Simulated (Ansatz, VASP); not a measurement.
# LuH2 in VASP and in Ansatz

```
Lu H
1.0
     0.00000    2.51650    2.56683
     2.51650    0.00000    2.56683
     2.51650    2.51650    0.00000
Lu H
1 2
Direct
  0.00000 0.00000 0.00000
  0.25000 0.25000 0.25000
  0.75000 0.75000 0.75000
```

Change from the starting cell: zz strain of +2 %, PAW files.

Alike in both runs: task electric field gradients; functional LDA; k mesh 8 × 8 × 8; occupations fermi-dirac, width 0.02 eV; no spin polarisation.

|  | VASP | Ansatz |
| --- | --- | --- |
| version | VASP 6.6.1 | Ansatz 0.2.0 |
| potentials or method | VASP PAW PBE potentials, release 64 (Lu, H) | PAW with Ansatz's default frozen-core files, scalar-relativistic |
| plane-wave cutoff (eV) | 520 | 420 |
| valence electrons in the cell | 27 | 27 |

VASP gave:

- pressure (GPa): -7.7
- traceless stress, the component that is largest in VASP (GPa): -0.11
- size of Vzz on the site where it differs most (V/Å²): 1.8

**Question.** Which values does Ansatz return?

**Answer.** Pressure (GPa): -8.2; traceless stress, the component that is largest in VASP (GPa): -0.10; size of Vzz on the site where it differs most (V/Å²): 3.3.

VASP's potentials were made for PBE, not for LDA. LDA's correlation is that of Perdew and Zunger in VASP and of Perdew and Wang (1992) in Ansatz.

Spin-orbit coupling is off throughout.
